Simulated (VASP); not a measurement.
# H (Cm) in VASP: further runs, part 2 of 2

VASP 6.6.1. The steps go on from the part before.

### 4 Single point, PBE (atom 1 (H) moved -0.150 Å along Cartesian [0 1 0])

INCAR

```
SYSTEM = H
PREC = Accurate
ENCUT = 520
EDIFF = 1E-6
ISMEAR = 0
SIGMA = 0.05
LREAL = .FALSE.
LASPH = .TRUE.
NELM = 60
ALGO = Normal
ISIF = 2
LWAVE = .FALSE.
LCHARG = .TRUE.
GGA = PE
LELF = .TRUE.
LVHAR = .TRUE.
NBANDS = 14
```

KPOINTS

```
Automatic mesh
0
G
  6 6 6
  0 0 0
```

POSCAR

```
H
1.0
    3.7097352756     -3.7097352756      0.0000000000
    3.7097352756      3.7097352756      0.0000000000
   -3.7097352756      0.0000000000      4.5711281958
H
8
Direct
    0.4791626120      0.4387284600      0.9178910720
    0.2089455360      0.7089455360      0.4178910720
    0.9589455360      0.9589455360      0.9178910720
    0.7089455360      0.2089455360      0.4178910720
    0.0410544640      0.0410544640      0.0821089280
    0.7910544640      0.2910544640      0.5821089280
    0.5410544640      0.5410544640      0.0821089280
    0.2910544640      0.7910544640      0.5821089280
```

Potentials or basis: VASP PAW PBE potentials, release 64 (H).

Command:

```console
> cat potpaw_PBE.64/H/POTCAR > POTCAR
> mpirun -np 1 vasp_std > vasp.out
```

OUTCAR:

```text
SYSTEM = H
   PREC = Accurate
   ENCUT = 520
   EDIFF = 1E-6
   ISMEAR = 0
   LREAL = .FALSE.
   LASPH = .TRUE.
   NELM = 60
   ISIF = 2
   GGA = PE

 ion  position               nearest neighbor table
   1  0.479  0.439  0.918-   7 0.77
   2  0.209  0.709  0.418-   8 0.75
   3  0.959  0.959  0.918-   5 0.75
   4  0.709  0.209  0.418-   6 0.75
   5  0.041  0.041  0.082-   3 0.75
   6  0.791  0.291  0.582-   4 0.75
   7  0.541  0.541  0.082-   1 0.77
   8  0.291  0.791  0.582-   2 0.75

  LATTYP: Found a body centered tetragonal cell.
 ALAT       =     5.2463579396
 C/A-ratio  =     1.7425910502

  Lattice vectors:

 A1 = (   0.0000000000,  -3.7097352756,  -4.5711281958)
 A2 = (   0.0000000000,   3.7097352756,  -4.5711281958)
 A3 = (   3.7097352756,   0.0000000000,   4.5711281958)

Analysis of symmetry for initial positions (statically):
=====================================================================
 Subroutine PRICEL returns:
 Original cell was already a primitive cell.

 Routine SETGRP: Setting up the symmetry group for a
 body centered tetragonal supercell.

 Subroutine GETGRP returns: Found  2 space group operations
 (whereof  2 operations were pure point group operations)
 out of a pool of 16 trial point group operations.

The static configuration has the point symmetry C_1h.

Analysis of symmetry for dynamics (positions and initial velocities):
=====================================================================
 Subroutine PRICEL returns:
 Original cell was already a primitive cell.

 Routine SETGRP: Setting up the symmetry group for a
 body centered tetragonal supercell.

 Subroutine GETGRP returns: Found  2 space group operations
 (whereof  2 operations were pure point group operations)
 out of a pool of 16 trial point group operations.

The dynamic configuration has the point symmetry C_1h.

 Subroutine INISYM returns: Found  2 space group operations
 (whereof  2 operations are pure point group operations),
 and found     1 'primitive' translations

----------------------------------------------------------------------------------------

                                     Primitive cell

  volume of cell :     125.8170

  direct lattice vectors                    reciprocal lattice vectors
     3.709735276 -3.709735276  0.000000000     0.134780507 -0.134780507  0.109382187
     3.709735276  3.709735276  0.000000000     0.134780507  0.134780507  0.109382187
    -3.709735276  0.000000000  4.571128196     0.000000000  0.000000000  0.218764374

  length of vectors
     5.246357940  5.246357940  5.887049244     0.219763584  0.219763584  0.218764374

  position of ions in fractional coordinates (direct lattice)
     0.479162612  0.438728460  0.917891072
     0.208945536  0.708945536  0.417891072
     0.958945536  0.958945536  0.917891072
     0.708945536  0.208945536  0.417891072
     0.041054464  0.041054464  0.082108928
     0.791054464  0.291054464  0.582108928
     0.541054464  0.541054464  0.082108928
     0.291054464  0.791054464  0.582108928

  ion indices of the primitive-cell ions
   primitive index   ion index
                 1           1
                 2           2
                 3           3
                 4           4
                 5           5
                 6           6
                 7           7
                 8           8

[... 63 lines left out ...]
   ISTART =      0    job   : 0-new  1-cont  2-samecut
   ICHARG =      2    charge: 1-file 2-atom 10-const
   ISPIN  =      1    spin polarized calculation?
   LNONCOLLINEAR =      F non collinear calculations
   LSORBIT =      F    spin-orbit coupling
   LASPH  =      T    aspherical Exc in radial PAW
   ENCUT  =  520.0 eV  38.22 Ry    6.18 a.u.   9.75  9.75 10.95*2*pi/ulx,y,z
   NELM   =     60;   NELMIN=  2; NELMDL= -5     # of ELM steps
   EDIFF  = 0.1E-05   stopping-criterion for ELM
   LREAL  =      F    real-space projection
   EDIFFG = 0.1E-04   stopping-criterion for IOM
   NSW    =      0    number of steps for IOM
   IBRION =     -1    ionic relax: 0-MD 1-quasi-New 2-CG
   NFREE  =      0    steps in history (QN), initial steepest desc. (CG)
   ISIF   =      2    stress and relaxation
   ISYM   =      2    0-nonsym 1-usesym 2-fastsym
   POTIM  = 0.5000    time-step for ionic-motion
   TEBEG  =    0.0;   TEEND  =   0.0 temperature during run
   PSTRESS=    0.0 pullay stress
   NELECT =       8.0000    total number of electrons
   NUPDOWN=      -1.0000    fix difference up-down
   EMIN   =  10.00;   EMAX   =-10.00  energy-range for DOS
   EFERMI =   0.00;   METHOD = LEGACY
   ISMEAR =     0;   SIGMA  =   0.05  broadening in eV -4-tet -1-fermi 0-gaus
   EFERMI_NEDOS =   21; number of points for ismear=-14 and -15
   IALGO  =     38    algorithm
   IMIX   =      4    mixing-type and parameters
     AMIX     =   0.40;   BMIX     =  1.00
     AMIX_MAG =   1.60;   BMIX_MAG =  1.00
  volume/ion in A,a.u.               =      15.73       106.13
  Fermi-wavevector in a.u.,A,eV,Ry     =   0.653419  1.234783  5.809094  0.426956
  Thomas-Fermi vector in A             =   1.723653
   LORBIT       =      0    0 simple, 1 ext, 2 COOP (PROOUT), +10 PAW based schemes
   GGA     = PE    functional components
   LHFCALC =     F    Hartree Fock is set to
   AEXX    =    0.0000 exact exchange contribution
   IVDW    =     0    specifies the selected vdW correction
   LEPSILON=     F    determine dielectric tensor
   LRPA    =     F    only Hartree local field effects (RPA)
 non-spin polarized calculation
 Gauss-broadening in eV      SIGMA  =   0.05
  energy-cutoff  :      520.00
  volume of cell :      125.82
 maximum number of plane-waves:      3406
   NGX = 19   NGY = 19   NGZ = 21

 number of electron       7.9999998 magnetization

 Free energy of the ion-electron system (eV)
  ---------------------------------------------------
  ext. energy  EPLUGINS =         0.00000000
  ---------------------------------------------------
  free energy    TOTEN  =       -27.15531492 eV

  energy without entropy =      -27.15531492  energy(sigma->0) =      -27.15531492

 E-fermi :  -8.5726     XC(G=0):  -4.6614

 val. band max:       -8.8012013786   @ k =   0.0000   0.0000   0.0000
 cond. band min:       0.3487872403   @ k =   0.5000   0.5000   0.5000
 fundamental gap:      9.1499886188
 Fermi energy:        -8.5725568025

 k-point     1 :       0.0000    0.0000    0.0000
  band No.  band energies     occupation
      1     -10.2257      2.00000
      2      -9.1105      2.00000
      3      -9.0743      2.00000
      4      -8.8012      2.00000
      5       1.2774      0.00000
      6       2.3831      0.00000
      7       2.4199      0.00000
      8       3.2955      0.00000
      9       3.7160      0.00000
     10       3.7174      0.00000
     11       3.7208      0.00000
     12       3.7212      0.00000
     13       5.9869      0.00000
     14       6.3460      0.00000
[... 377 lines left out ...]
      1     -10.1004      2.00000
      2      -9.1600      2.00000
      3      -9.1226      2.00000
      4      -8.8492      2.00000
      5       1.3975      0.00000
      6       1.5498      0.00000
      7       1.6395      0.00000
      8       3.0492      0.00000
      9       4.1965      0.00000
     10       4.2136      0.00000
     11       4.2786      0.00000
     12       4.9548      0.00000
     13       5.1760      0.00000
     14       6.2924      0.00000

 [... further k-points ...]

------------------------ aborting loop because EDIFF is reached ----------------------------------------

  FORCE on cell =-STRESS in cart. coord.  units (eV):
  Direction    XX          YY          ZZ          XY          YZ          ZX
  --------------------------------------------------------------------------------------
  -------------------------------------------------------------------------------------
  Total       -0.1000133     -0.1156343     -0.5040800      0.0000000     -0.0774119      0.0000000
  in kB       -1.2735885     -1.4725086     -6.4190504      0.0000000     -0.9857784      0.0000000
  external PRESSURE =      -3.0550492 kB  Pullay stress =       0.0000000 kB

 VOLUME and BASIS-vectors are now :
 -----------------------------------------------------------------------------
  energy-cutoff  :      520.00
  volume of cell :      125.82
      direct lattice vectors                 reciprocal lattice vectors
     3.709735276 -3.709735276  0.000000000     0.134780507 -0.134780507  0.109382187
     3.709735276  3.709735276  0.000000000     0.134780507  0.134780507  0.109382187
    -3.709735276  0.000000000  4.571128196     0.000000000  0.000000000  0.218764374

 POSITION                                       TOTAL-FORCE (eV/Angst)
 -----------------------------------------------------------------------------------
      0.00000     -0.15000      4.19580        -0.000000      0.101442      0.484826
      1.85487      1.85487      1.91023        -0.000035      0.001552      0.009068
      3.70974      0.00000      4.19580        -0.000000     -0.002054      0.008794
      1.85487     -1.85487      1.91023         0.000035      0.001552      0.009068
      0.00000      0.00000      0.37533        -0.000000      0.001101     -0.008782
      1.85487     -1.85487      2.66089         0.000503     -0.002658     -0.009061
      3.70974      0.00000      0.37533         0.000000     -0.098277     -0.484853
      1.85487      1.85487      2.66089        -0.000503     -0.002658     -0.009061
 -----------------------------------------------------------------------------------
    total drift:                                0.000003      0.000028     -0.000030

  FREE ENERGIE OF THE ION-ELECTRON SYSTEM (eV)
  ---------------------------------------------------
  free  energy   TOTEN  =       -27.1553149165 eV

  energy  without entropy=      -27.1553149165  energy(sigma->0) =      -27.15531492
```

Wall time 38 s (1 thread of Intel Xeon 6975P-C (Granite Rapids), shared host); peak memory 0.29 GiB.

Results:

| Property | Result |
| --- | --- |
| Free energy | -27.1553 eV |
| Pressure | -0.3 GPa |
| Largest force | 0.495 eV/Å |
| Band gap on the k mesh | 9.15 eV, indirect (least direct gap 9.59 eV) |

Forces on the atoms (eV/Å):
```
H    0.000  0.101  0.485
H    0.000  0.002  0.009
H    0.000 -0.002  0.009
H    0.000  0.002  0.009
H    0.000  0.001 -0.009
H    0.001 -0.003 -0.009
H    0.000 -0.098 -0.485
H   -0.001 -0.003 -0.009
```

Caveat: the cell differs from its parent crystal (atom 1 (H) moved -0.150 Å along Cartesian [0 1 0]).

### 5 Single point, PBE (atom 1 (H) moved +0.375 Å along Cartesian [0 1 0])

INCAR

```
ALGO = Normal
EDIFF = 1E-7
ENCUT = 520
GGA = PE
ISIF = 2
ISMEAR = 0
LASPH = T
LCHARG = T
LELF = T
LREAL = F
LVHAR = T
LWAVE = F
NBANDS = 14
NELM = 100
PREC = Accurate
SIGMA = 0.05
```

KPOINTS

```
k-points
0
Gamma
  6 6 6
```

Edit POSCAR of step 4 so:

```diff
@@ -8,3 +8,3 @@
 Direct
-    0.4791626120      0.4387284600      0.9178910720
+    0.4084028460      0.5094882260      0.9178910720
     0.2089455360      0.7089455360      0.4178910720
```

Command:

```console
> cat potpaw_PBE.64/H/POTCAR > POTCAR
> mpirun -np 1 vasp_std > vasp.out
```

Wall time 42 s (1 thread of Intel Xeon 6975P-C (Granite Rapids), shared host); peak memory 0.29 GiB.

Results (log left out):

| Quantity | Value |
| --- | --- |
| Free energy | -27.0446 eV |
| Pressure | -1.0 GPa |
| Largest force | 2.326 eV/Å |
| Band gap on the k mesh | 8.71 eV, indirect (least direct gap 9.03 eV) |

Forces in eV/Å, atoms in the order of the input:
```
H    0.000 -1.048  2.076
H    0.000 -0.003  0.010
H    0.000  0.005  0.008
H    0.000 -0.003  0.010
H    0.000 -0.003 -0.008
H   -0.001  0.006 -0.010
H    0.000  1.040 -2.076
H    0.001  0.006 -0.010
```

Stress tensor (GPa, compression positive):
```
-0.11  0.00  0.00
 0.00 -0.62  1.00
 0.00  1.00 -2.14
```

Levels at points of the mesh, in eV from the valence-band top:
| k point | band 2 | band 3 | band 4 | band 5 | band 6 | band 7 |
| --- | --- | --- | --- | --- | --- | --- |
| (0.00, 0.00, 0.00) | -0.51 | -0.38 | 0.00 | 9.72 | 10.77 | 10.99 |
| (0.50, 0.00, 0.00) | -0.87 | -0.48 | -0.21 | 9.77 | 10.05 | 10.21 |
| (0.50, 0.00, 0.50) | -0.90 | -0.48 | -0.17 | 9.58 | 10.05 | 10.31 |
| (0.50, 0.50, 0.00) | -0.74 | -0.70 | -0.31 | 8.91 | 9.02 | 10.50 |
| (0.50, 0.50, 0.50) | -0.75 | -0.70 | -0.33 | 8.71 | 9.19 | 10.86 |
| (0.00, 0.00, 0.50) | -0.85 | -0.57 | -0.27 | 9.57 | 9.87 | 10.50 |

Caveat: the cell differs from its parent crystal (atom 1 (H) moved +0.375 Å along Cartesian [0 1 0]); forces of over 1 eV/Å act on the atoms, so gaps and moduli don't describe the material at rest. A k mesh can miss the band edges.

### 6 Single point, PBE (atom 1 (H) moved +0.225 Å along Cartesian [0 1 0])

INCAR

```
SYSTEM = H
PREC = Accurate ; ENCUT = 520
EDIFF = 1E-6 ; ISMEAR = 0
SIGMA = 0.05 ; LREAL = .FALSE.
LASPH = .TRUE. ; NELM = 80
ALGO = Normal ; ISIF = 2
LWAVE = .FALSE. ; LCHARG = .FALSE.
GGA = PE ; NBANDS = 14
```

KPOINTS

```
regular mesh
0
G
  6 6 6
  0 0 0
```

Edit POSCAR of step 5 so:

```diff
@@ -8,3 +8,3 @@
 Direct
-    0.4084028460      0.5094882260      0.9178910720
+    0.4286199220      0.4892711500      0.9178910720
     0.2089455360      0.7089455360      0.4178910720
```

Potentials or basis: VASP PAW PBE potentials, release 64 (H).

Command:

```console
> cat potpaw_PBE.64/H/POTCAR > POTCAR
> mpirun -np 1 vasp_std > vasp.out
```

OUTCAR:

```text
SYSTEM = H
   PREC = Accurate
   ENCUT = 520
   EDIFF = 1E-6
   ISMEAR = 0
   LREAL = .FALSE.
   LASPH = .TRUE.
   NELM = 80
   ISIF = 2
   GGA = PE

 ion  position               nearest neighbor table
   1  0.429  0.489  0.918-   7 0.78
   2  0.209  0.709  0.418-   8 0.75
   3  0.959  0.959  0.918-   5 0.75
   4  0.709  0.209  0.418-   6 0.75
   5  0.041  0.041  0.082-   3 0.75
   6  0.791  0.291  0.582-   4 0.75
   7  0.541  0.541  0.082-   1 0.78
   8  0.291  0.791  0.582-   2 0.75

  LATTYP: Found a body centered tetragonal cell.
 ALAT       =     5.2463579396
 C/A-ratio  =     1.7425910502

  Lattice vectors:

 A1 = (   0.0000000000,  -3.7097352756,  -4.5711281958)
 A2 = (   0.0000000000,   3.7097352756,  -4.5711281958)
 A3 = (   3.7097352756,   0.0000000000,   4.5711281958)

Analysis of symmetry for initial positions (statically):
=====================================================================
 Subroutine PRICEL returns:
 Original cell was already a primitive cell.

 Routine SETGRP: Setting up the symmetry group for a
 body centered tetragonal supercell.

 Subroutine GETGRP returns: Found  2 space group operations
 (whereof  2 operations were pure point group operations)
 out of a pool of 16 trial point group operations.

The static configuration has the point symmetry C_1h.

Analysis of symmetry for dynamics (positions and initial velocities):
=====================================================================
 Subroutine PRICEL returns:
 Original cell was already a primitive cell.

 Routine SETGRP: Setting up the symmetry group for a
 body centered tetragonal supercell.

 Subroutine GETGRP returns: Found  2 space group operations
 (whereof  2 operations were pure point group operations)
 out of a pool of 16 trial point group operations.

The dynamic configuration has the point symmetry C_1h.

 Subroutine INISYM returns: Found  2 space group operations
 (whereof  2 operations are pure point group operations),
 and found     1 'primitive' translations

[... 149 lines left out ...]
  ---------------------------------------------------
  free energy    TOTEN  =       -27.14097166 eV

  energy without entropy =      -27.14097166  energy(sigma->0) =      -27.14097166

 E-fermi :  -8.5575     XC(G=0):  -4.6660

 val. band max:       -8.7606211113   @ k =   0.0000   0.0000   0.0000
 cond. band min:       0.2847058709   @ k =   0.5000   0.5000   0.5000
 fundamental gap:      9.0453269822
 Fermi energy:        -8.5574686598

 k-point     1 :       0.0000    0.0000    0.0000
  band No.  band energies     occupation
      1     -10.2112      2.00000
      2      -9.1078      2.00000
      3      -9.0364      2.00000
      4      -8.7606      2.00000
      5       1.2472      0.00000
      6       2.3325      0.00000
      7       2.4146      0.00000
      8       3.2913      0.00000
      9       3.7148      0.00000
     10       3.7181      0.00000
     11       3.7265      0.00000
     12       3.7269      0.00000
     13       5.9864      0.00000
     14       6.2725      0.00000
[... 377 lines left out ...]
      1     -10.0857      2.00000
      2      -9.1575      2.00000
      3      -9.0847      2.00000
      4      -8.8093      2.00000
      5       1.3027      0.00000
      6       1.5525      0.00000
      7       1.6751      0.00000
      8       3.0684      0.00000
      9       4.1815      0.00000
     10       4.2100      0.00000
     11       4.2809      0.00000
     12       4.8698      0.00000
     13       5.2094      0.00000
     14       6.2399      0.00000

 [... further k-points ...]

------------------------ aborting loop because EDIFF is reached ----------------------------------------

  FORCE on cell =-STRESS in cart. coord.  units (eV):
  Direction    XX          YY          ZZ          XY          YZ          ZX
  --------------------------------------------------------------------------------------
  -------------------------------------------------------------------------------------
  Total       -0.0976873     -0.1664577     -0.8754351      0.0000000      0.2280327      0.0000000
  in kB       -1.2439688     -2.1197041    -11.1479575      0.0000000      2.9038124      0.0000000
  external PRESSURE =      -4.8372101 kB  Pullay stress =       0.0000000 kB

 VOLUME and BASIS-vectors are now :
 -----------------------------------------------------------------------------
  energy-cutoff  :      520.00
  volume of cell :      125.82
      direct lattice vectors                 reciprocal lattice vectors
     3.709735276 -3.709735276  0.000000000     0.134780507 -0.134780507  0.109382187
     3.709735276  3.709735276  0.000000000     0.134780507  0.134780507  0.109382187
    -3.709735276  0.000000000  4.571128196     0.000000000  0.000000000  0.218764374

 POSITION                                       TOTAL-FORCE (eV/Angst)
 -----------------------------------------------------------------------------------
      0.00000      0.22500      4.19580         0.000000     -0.302026      0.985051
      1.85487      1.85487      1.91023         0.000080     -0.002251      0.009190
      3.70974      0.00000      4.19580         0.000000      0.003107      0.008610
      1.85487     -1.85487      1.91023        -0.000080     -0.002251      0.009190
      0.00000      0.00000      0.37533         0.000000     -0.001633     -0.008598
      1.85487     -1.85487      2.66089        -0.000714      0.003908     -0.009183
      3.70974      0.00000      0.37533        -0.000000      0.297239     -0.985076
      1.85487      1.85487      2.66089         0.000714      0.003908     -0.009183
 -----------------------------------------------------------------------------------
    total drift:                                0.000003      0.000041     -0.000024

  FREE ENERGIE OF THE ION-ELECTRON SYSTEM (eV)
  ---------------------------------------------------
  free  energy   TOTEN  =       -27.1409716603 eV

  energy  without entropy=      -27.1409716603  energy(sigma->0) =      -27.14097166
```

Run time: 39 s. Hardware: 1 thread of Intel Xeon 6975P-C (Granite Rapids), shared host; peak memory 0.29 GiB.

What came out:

| Item | Value |
| --- | --- |
| Free energy | -27.1410 eV |
| Pressure | -0.5 GPa |
| Largest force | 1.030 eV/Å |
| Band gap on the k mesh | 9.05 eV, indirect (least direct gap 9.45 eV) |

Forces in eV/Å, atoms in the order of the input:
```
H    0.000 -0.302  0.985
H    0.000 -0.002  0.009
H    0.000  0.003  0.009
H    0.000 -0.002  0.009
H    0.000 -0.002 -0.009
H   -0.001  0.004 -0.009
H    0.000  0.297 -0.985
H    0.001  0.004 -0.009
```

Caveat: the cell differs from its parent crystal (atom 1 (H) moved +0.225 Å along Cartesian [0 1 0]); forces of over 1 eV/Å act on the atoms, so gaps and moduli don't describe the material at rest. A k mesh can miss the band edges.
